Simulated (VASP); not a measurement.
Write the native input for VASP 6.6.1 that does the following.

```
Task                   : single point
Functional             : PBE
Potentials or basis    : VASP PAW PBE potentials, release 64 (Zn, S)
Cutoff                 : 520 eV
k mesh                 : 10 × 10 × 10
Occupations            : gaussian, width 0.05 eV
Spin                   : no spin polarisation
Dipole correction      : no
Further INCAR settings : ALGO = Normal; EDIFF = 1e-06; NBANDS = 16
```

The structure of ZnS lies in POSCAR:

```
ZnS
1.0
    0.0000000000      3.0360198112      2.1464660065
    3.0360198112      0.0000000000      2.1464660065
    3.0360198112      3.0360198112      0.0000000000
Zn S
1 1
Direct
    0.0000000000      0.0000000000      0.0000000000
    0.7500000000      0.7500000000      0.7500000000
```

This cell differs from its parent crystal: ratio of the length along z to the lengths across it x 0.707, volume and fractional coordinates fixed.

One way to write it, as run:

INCAR

```
SYSTEM = ZnS
PREC     = Accurate       ! precision mode
ENCUT    = 520            ! plane-wave cutoff, eV
EDIFF    = 1E-6           ! SCF threshold, eV
ISMEAR   = 0              ! smearing method
SIGMA    = 0.05           ! smearing width, eV
LREAL    = .FALSE.        ! projectors in reciprocal space
LASPH    = .TRUE.         ! aspherical terms in the spheres
NELM     = 80             ! most SCF steps
ALGO     = Normal         ! electronic algorithm
ISIF     = 2              ! what is computed and relaxed
LWAVE    = .FALSE.        ! write WAVECAR
LCHARG   = .FALSE.        ! write CHGCAR
GGA      = PE             ! functional
NBANDS   = 16             ! bands
```

KPOINTS

```
regular mesh
0
G
  10 10 10
  0 0 0
```

Potentials or basis: VASP PAW PBE potentials, release 64 (Zn, S).

Launch:

```sh
$ cat potpaw_PBE.64/Zn/POTCAR potpaw_PBE.64/S/POTCAR > POTCAR
$ mpirun -np 1 vasp_std > vasp.out
```

Results of the run:

| Quantity | Value |
| --- | --- |
| Pressure | -1.5 GPa |
| Band gap on the k mesh | 1.34 eV, direct |

Wall time 23 s on 1 thread of Intel(R) Xeon(R) 6975P-C (Granite Rapids) (shared host), peak memory 0.2 GiB.
